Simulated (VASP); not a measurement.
# Pd (Fm-3m) in VASP: a series of runs

Pd is run at these levels: r2SCAN; tasks: relaxation of cell and atoms, single point.

Everything below comes from runs of VASP 6.6.1. Logs are shortened: lines on timing, memory, paths and dates and some standing lists are left out, and cuts for length are marked.

**1. The cell of the first run**

The structure is cubic, space group Fm-3m (No. 225). The conventional cell has a = 3.893 Å, b = 3.893 Å, c = 3.893 Å, α = 90.00°, β = 90.00°, γ = 90.00°. Within 3.6 Å of Pd (site symmetry m-3m) lie 12 Pd at 2.75 Å.

**2. Relaxation of cell and atoms, r2SCAN**

Input file POSCAR:

```
Pd
1.0
    0.0000000000      1.9465000000      1.9465000000
    1.9465000000      0.0000000000      1.9465000000
    1.9465000000      1.9465000000      0.0000000000
Pd
1
Direct
    0.0000000000      0.0000000000      0.0000000000
```

Input file INCAR.step1:

```
SYSTEM = Pd
ALGO = Normal
EDIFF = 1E-4
ENCUT = 600
GGA = PE
ISMEAR = 0
LASPH = .TRUE.
LCHARG = .FALSE.
LREAL = .FALSE.
LWAVE = .TRUE.
NELM = 100
PREC = Accurate
SIGMA = 0.1
```

Input file INCAR.step2:

```
SYSTEM = Pd
ALGO = Normal
EDIFF = 1E-6
EDIFFG = -0.005
ENCUT = 600
IBRION = 2
ISIF = 3
ISMEAR = 0
ISTART = 1
LASPH = .TRUE.
LCHARG = .FALSE.
LMIXTAU = .TRUE.
LREAL = .FALSE.
LWAVE = .FALSE.
METAGGA = R2SCAN
NELM = 100
NSW = 100
PREC = Accurate
SIGMA = 0.1
```

Input file KPOINTS:

```
k-points
0
G
  18 18 18
  0 0 0
```

Potentials or basis: VASP PAW PBE potentials, release 64 (Pd).

Launch:

```console
$ cat potpaw_PBE.64/Pd/POTCAR > POTCAR
$ cp INCAR.step1 INCAR
$ mpirun -np 1 vasp_std > vasp.out
$ cp INCAR.step2 INCAR
$ mpirun -np 1 vasp_std > vasp.out
```

OUTCAR:

```text
SYSTEM = Pd
   EDIFF = 1E-6
   EDIFFG = -0.005
   ENCUT = 600
   IBRION = 2
   ISIF = 3
   ISMEAR = 0
   ISTART = 1
   LASPH = .TRUE.
   LREAL = .FALSE.
   METAGGA = R2SCAN
   NELM = 100
   NSW = 100
   PREC = Accurate

 ion  position               nearest neighbor table
   1  0.000  0.000  0.000-

  LATTYP: Found a face centered cubic cell.
 ALAT       =     3.8930000000

  Lattice vectors:

 A1 = (   0.0000000000,   1.9465000000,   1.9465000000)
 A2 = (   1.9465000000,   0.0000000000,   1.9465000000)
 A3 = (   1.9465000000,   1.9465000000,   0.0000000000)

Analysis of symmetry for initial positions (statically):
=====================================================================
 Subroutine PRICEL returns:
 Original cell was already a primitive cell.

 Routine SETGRP: Setting up the symmetry group for a
 face centered cubic supercell.

 Subroutine GETGRP returns: Found 48 space group operations
 (whereof 48 operations were pure point group operations)
 out of a pool of 48 trial point group operations.

The static configuration has the point symmetry O_h .

Analysis of symmetry for dynamics (positions and initial velocities):
=====================================================================
 Subroutine PRICEL returns:
 Original cell was already a primitive cell.

 Routine SETGRP: Setting up the symmetry group for a
 face centered cubic supercell.

 Subroutine GETGRP returns: Found 48 space group operations
 (whereof 48 operations were pure point group operations)
 out of a pool of 48 trial point group operations.

The dynamic configuration has the point symmetry O_h .

 Subroutine INISYM returns: Found 48 space group operations
 (whereof 48 operations are pure point group operations),
 and found     1 'primitive' translations

----------------------------------------------------------------------------------------

                                     Primitive cell

  volume of cell :      14.7500

  direct lattice vectors                    reciprocal lattice vectors
     0.000000000  1.946500000  1.946500000    -0.256871307  0.256871307  0.256871307
     1.946500000  0.000000000  1.946500000     0.256871307 -0.256871307  0.256871307
     1.946500000  1.946500000  0.000000000     0.256871307  0.256871307 -0.256871307

  length of vectors
[... 88 lines left out ...]
   POTIM  = 0.5000    time-step for ionic-motion
   TEBEG  =    0.0;   TEEND  =   0.0 temperature during run
   PSTRESS=    0.0 pullay stress
   NELECT =      10.0000    total number of electrons
   NUPDOWN=      -1.0000    fix difference up-down
   EMIN   =  10.00;   EMAX   =-10.00  energy-range for DOS
   EFERMI =   0.00;   METHOD = LEGACY
   ISMEAR =     0;   SIGMA  =   0.10  broadening in eV -4-tet -1-fermi 0-gaus
   EFERMI_NEDOS =   21; number of points for ismear=-14 and -15
   IALGO  =     38    algorithm
   IMIX   =      4    mixing-type and parameters
     AMIX     =   0.40;   BMIX     =  1.00
     AMIX_MAG =   1.60;   BMIX_MAG =  1.00
  volume/ion in A,a.u.               =      14.75        99.54
  Fermi-wavevector in a.u.,A,eV,Ry     =   1.438171  2.717748 28.141404  2.068335
  Thomas-Fermi vector in A             =   2.557167
   LORBIT       =      0    0 simple, 1 ext, 2 COOP (PROOUT), +10 PAW based schemes
   METAGGA = R2SCAN    functional components
   LHFCALC =     F    Hartree Fock is set to
   AEXX    =    0.0000 exact exchange contribution
   IVDW    =     0    specifies the selected vdW correction
   LEPSILON=     F    determine dielectric tensor
   LRPA    =     F    only Hartree local field effects (RPA)
 conjugate gradient relaxation of ions
 non-spin polarized calculation
 Gauss-broadening in eV      SIGMA  =   0.10
  energy-cutoff  :      600.00
  volume of cell :       14.75
 maximum number of plane-waves:       531
 NGX is ok and might be reduce to    24
   NGX = 11   NGY = 11   NGZ = 11

--------------------------------------- Ionic step        1  -------------------------------------------

 number of electron       9.9999999 magnetization

 Free energy of the ion-electron system (eV)
  ---------------------------------------------------
  ext. energy  EPLUGINS =         0.00000000
  ---------------------------------------------------
  free energy    TOTEN  =       -22.95244168 eV

  energy without entropy =      -22.94162702  energy(sigma->0) =      -22.94703435

------------------------ aborting loop because EDIFF is reached ----------------------------------------

  FORCE on cell =-STRESS in cart. coord.  units (eV):
  Direction    XX          YY          ZZ          XY          YZ          ZX
  --------------------------------------------------------------------------------------
  -------------------------------------------------------------------------------------
  Total        0.2616307      0.2616307      0.2616307      0.0000000      0.0000000      0.0000000
  in kB       28.4188220     28.4188220     28.4188220      0.0000000      0.0000000      0.0000000
  external PRESSURE =      28.4188220 kB  Pullay stress =       0.0000000 kB
[... 57 lines left out ...]
--------------------------------------- Ionic step        3  -------------------------------------------

 number of electron       9.9999999 magnetization

 Free energy of the ion-electron system (eV)
  ---------------------------------------------------
  ext. energy  EPLUGINS =         0.00000000
  ---------------------------------------------------
  free energy    TOTEN  =       -22.95431061 eV

  energy without entropy =      -22.94331835  energy(sigma->0) =      -22.94881448

 E-fermi :   9.3637     XC(G=0): -14.0240

 val. band max:        9.3481153977   @ k =   0.5000   0.1111   0.0000
 cond. band min:       9.3715001887   @ k =  -0.4444   0.3889   0.1111
 fundamental gap:      0.0233847910
 Fermi energy:         9.3636944208

 k-point     1 :       0.0000    0.0000    0.0000
  band No.  band energies     occupation
      1       2.2923      2.00000
      2       6.5150      2.00000
      3       6.5150      2.00000
      4       6.5150      2.00000
      5       8.0865      2.00000
      6       8.0865      2.00000
      7      27.3800      0.00000
      8      31.8711      0.00000
      9      32.2823      0.00000
[... 265 lines left out ...]
 k-point    24 :      -0.2222    0.0556    0.0000
  band No.  band energies     occupation
      1       4.0093      2.00000
      2       6.3314      2.00000
      3       6.8370      2.00000
      4       6.8653      2.00000
      5       7.9863      2.00000
      6       8.5217      2.00000
      7      24.8988      0.00000
      8      28.4331      0.00000
      9      31.8716      0.00000

 [... further k-points ...]
[... 5 lines left out ...]
  --------------------------------------------------------------------------------------
  -------------------------------------------------------------------------------------
  Total        0.0048740      0.0048740      0.0048740      0.0000000      0.0000000     -0.0000000
  in kB        0.5217647      0.5217647      0.5217647      0.0000000      0.0000000     -0.0000000
  external PRESSURE =       0.5217647 kB  Pullay stress =       0.0000000 kB
[... 16 lines left out ...]
  FREE ENERGIE OF THE ION-ELECTRON SYSTEM (eV)
  ---------------------------------------------------
  free  energy   TOTEN  =       -22.9543106084 eV

  energy  without entropy=      -22.9433183527  energy(sigma->0) =      -22.94881448

 reached required accuracy - stopping structural energy minimisation
```

OUTCAR.step1:

```text
SYSTEM = Pd
   EDIFF = 1E-4
   ENCUT = 600
   GGA = PE
   ISMEAR = 0
   LASPH = .TRUE.
[... 508 lines left out ...]
 -----------------------------------------------------------------------------------
      0.00000      0.00000      0.00000         0.000000      0.000000      0.000000
 -----------------------------------------------------------------------------------
    total drift:                               -0.000000      0.000000     -0.000000

  FREE ENERGIE OF THE ION-ELECTRON SYSTEM (eV)
  ---------------------------------------------------
  free  energy   TOTEN  =        -5.2150712459 eV

  energy  without entropy=       -5.2034075685  energy(sigma->0) =       -5.20923941
```

OSZICAR.step1:

```text
N       E                     dE             d eps       ncg     rms          rms(c)
DAV:   1     0.430565896407E+02    0.43057E+02   -0.58150E+03  3518   0.117E+03
DAV:   2    -0.509648451015E+01   -0.48153E+02   -0.46891E+02  3788   0.205E+02
DAV:   3    -0.549201070719E+01   -0.39553E+00   -0.39331E+00  4040   0.220E+01
DAV:   4    -0.549410526582E+01   -0.20946E-02   -0.20943E-02  4070   0.148E+00
DAV:   5    -0.549413079645E+01   -0.25531E-04   -0.25530E-04  4032   0.142E-01    0.776E+00
DAV:   6    -0.523001104115E+01    0.26412E+00   -0.11958E+00  3585   0.103E+01    0.380E+00
DAV:   7    -0.521875338348E+01    0.11258E-01   -0.11510E-02  3938   0.972E-01    0.197E+00
DAV:   8    -0.521507368975E+01    0.36797E-02   -0.11161E-03  3858   0.290E-01    0.718E-02
DAV:   9    -0.521507124594E+01    0.24438E-05   -0.79295E-06  2023   0.309E-02
   1 F= -.52150712E+01 E0= -.52092394E+01  d E =-.116637E-01
```

Run time: 3.7 min. Hardware: 1 thread of Intel Xeon Platinum 8488C (Sapphire Rapids), shared host; peak memory 0.19 GiB.

Results:

```
Free energy                            : -22.9543 eV
Relaxed volume                         : 14.97 Å³/atom
Relaxed cell                           : a = 2.766 Å, b = 2.766 Å, c = 2.766 Å, α = 60.00°, β = 60.00°, γ = 60.00°
Space group after relaxing (to 0.05 Å) : Fm-3m (No. 225)
Energy gained by relaxing              : 1.9 meV/atom
Ionic steps                            : 3
Pressure after relaxing                : 0.1 GPa
Band gap on the k mesh                 : zero (band 5 reaches 9.67 eV, above the bottom of band 6 at 8.03 eV)
```

The path:
```tsv
step	energy change (eV)	largest force (eV/Å)	pressure (GPa)	volume (Å³)
1	0.0000	0.0000	2.84	14.75
2	0.0027	0.0000	-4.07	15.32
3	-0.0019	0.0000	0.05	14.97
```

Final structure:
```yaml
crystal:
  lattice:
    - [0.00000, 1.95598, 1.95598]
    - [1.95598, 0.00000, 1.95598]
    - [1.95598, 1.95598, 0.00000]
  atoms:
    - { symbol: Pd, position: [0.00000, 0.00000, 0.00000] }
```

Caveat: the PAW data sets were made with another functional, which shifts forces and pressure a little. Zero-point motion and thermal expansion aren't in these numbers.

(Part 1 of 2 ends here.)
